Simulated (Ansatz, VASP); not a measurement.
## PbO: VASP beside Ansatz

```xyz
4
Lattice="4.1731 0.0000 0.0000 0.0000 4.1731 0.0000 0.0000 0.0000 5.0220" Properties=species:S:1:pos:R:3 pbc="T T T"
Pb    0.0000    2.0866    1.1807
Pb    2.0866    0.0000    3.8413
O     0.0000    0.0000    0.0000
O     2.0866    2.0866    0.0000
```

Change from the starting cell: strain +0.050 along x and y, +0.000 along z, atoms carried along.

Alike in both runs: task single point; functional PBE; dispersion D3(BJ); k mesh 8 × 8 × 6; occupations gaussian, width 0.05 eV; no spin polarisation.

```csv
,VASP,Ansatz
version,VASP 6.6.1,Ansatz 0.2.0
potentials or method,"VASP PAW PBE potentials, release 64 (Pb_d, O), cutoff 520 eV","scalar-relativistic, plane waves, PAW"
valence electrons in the cell,40,40
```

|  | VASP | Ansatz | Ansatz less VASP |
| --- | --- | --- | --- |
| gap on the k mesh at the Fermi level (eV) | 1.47 | 1.46 | -0.004 |
| least direct gap on the mesh (eV) | 2.05 | 2.07 | +0.021 |
| pressure (GPa) | -4.5 | -4.5 | -0.03 |
| traceless stress, the component that is largest in VASP (GPa) | 1.42 | 1.44 | +0.025 |
| rms of the force components (eV/Å) | 0.215 | 0.227 | +0.0121 |

Atom by atom the forces differ by 0.012 eV/Å (rms over components).

Spin-orbit coupling is off throughout.
